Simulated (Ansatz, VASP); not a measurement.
**One calculation of GaN, two programs**

```xyz
4
Lattice="3.1182 0.0000 0.0000 -1.5591 2.7004 0.0000 0.0000 0.0000 5.0778" Properties=species:S:1:pos:R:3 pbc="T T T"
Ga    0.0000    1.8003   -0.0045
Ga    1.5591    0.9001    2.5344
N     0.0000    1.8003    1.9087
N     1.5591    0.9001    4.4476
```

Alike in both runs: task single point; functional r2SCAN; k mesh 9 × 9 × 4; no spin polarisation.

```csv
,VASP,Ansatz
version,VASP 6.6.1,Ansatz 0.2.0
potentials or method,"VASP PAW PBE potentials, release 64 (Ga_d, N_h)","plane waves, PAW"
plane-wave cutoff (eV),1460,500
occupations,"gaussian, width 0.01 eV",fixed
valence electrons in the cell,36,36
```

```tsv
	VASP	Ansatz	Ansatz less VASP
gap on the k mesh at the Fermi level (eV)	2.77	2.78	+0.011
pressure (GPa)	15.1	13.9	-1.22
traceless stress, the component that is largest in VASP (GPa)	-0.07	-0.07	+0.005
rms of the force components (eV/Å)	0.007	0.007	+0.0001
```

VASP's potentials were made for PBE, not for r2SCAN. Atom by atom the forces differ by 0.000 eV/Å (rms over components).
